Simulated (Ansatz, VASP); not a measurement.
# One calculation of Ni, two programs

```
Ni
1.0
    -1.38199    1.38199    1.38199
     1.38199   -1.38199    1.38199
     1.38199    1.38199   -1.38199
Ni
1
Direct
  0.00000 0.00000 0.00000
```

Change from the starting cell: volume scaled by 0.96, crystal datasets.

Alike in both runs: task electric field gradients; functional PBE; k mesh 18 × 18 × 18; occupations fermi-dirac, width 0.08 eV; collinear spin.

|  | VASP | Ansatz |
| --- | --- | --- |
| version | VASP 6.6.1 | Ansatz 0.2.0 |
| potentials or method | VASP PAW PBE potentials, release 64 (Ni), cutoff 520 eV | all-electron PAW with datasets made for the crystal, scalar-relativistic |

VASP gave:

* pressure (GPa): 8.4
* net moment per atom (μB): 0.52
* size of the moment on the site where the two differ most (μB): 0.53

Problem. What did Ansatz give for the same quantities?

Solution. Pressure (GPa): 8.6; net moment per atom (μB): 0.53; size of the moment on the site where the two differ most (μB): 0.56.

Site moments also hang on the region over which each program counts them. Ansatz ran all-electron here, and VASP with PAW potentials. Ansatz's warnings: printed levels off.
